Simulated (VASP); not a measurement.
Wanted: the native input for a VASP 6.6.1 run.

| Item | Value |
| --- | --- |
| Task | single point |
| Functional | PBEsol |
| Potentials or basis | VASP PAW PBE potentials, release 64 (Ga_d) |
| Cutoff | 520 eV |
| k mesh | 18 × 18 × 10 |
| Occupations | fermi-dirac, width 0.05 eV |
| Spin | no spin polarisation |
| Dipole correction | no |
| Further INCAR settings | ALGO = Normal; EDIFF = 1e-06; NBANDS = 20 |

The structure of Ga lies in POSCAR:

```
Ga
1.0
    2.2962225984      0.0000000000      0.0000000000
   -1.1481112992      1.9885871029      0.0000000000
    0.0000000000      0.0000000000      3.8394207956
Ga
2
Direct
    0.3333333333      0.6666666667      0.2500000000
    0.6666666667      0.3333333333      0.7500000000
```

This isn't the form of Ga at room conditions, which is orthorhombic.

The input as run:

INCAR

```
SYSTEM = Ga
PREC     = Accurate       ! precision mode
ENCUT    = 520            ! plane-wave cutoff, eV
EDIFF    = 1E-6           ! SCF threshold, eV
ISMEAR   = -1             ! smearing method
SIGMA    = 0.05           ! smearing width, eV
LREAL    = .FALSE.        ! projectors in reciprocal space
LASPH    = .TRUE.         ! aspherical terms in the spheres
NELM     = 100            ! most SCF steps
ALGO     = Normal         ! electronic algorithm
ISIF     = 2              ! what is computed and relaxed
LWAVE    = .FALSE.        ! write WAVECAR
LCHARG   = .FALSE.        ! write CHGCAR
GGA      = PS             ! functional
NBANDS   = 20             ! bands
```

KPOINTS

```
Automatic mesh
0
G
  18 18 10
  0 0 0
```

Potentials or basis: VASP PAW PBE potentials, release 64 (Ga_d).

Command:

```console
$ cat potpaw_PBE.64/Ga_d/POTCAR > POTCAR
$ mpirun -np 1 vasp_std > vasp.out
```

It gave:

The pressure is 231.8 GPa and the band gap on the k mesh is zero (bands 13 and 14 overlap by 10.75 eV).

Caveat: the cell stands under pressure; the PAW data sets were made with another functional, which shifts forces and pressure a little.

Wall time 2 min on 1 thread of Intel Xeon 8259CL, on a shared host, peak memory 0.18 GiB.
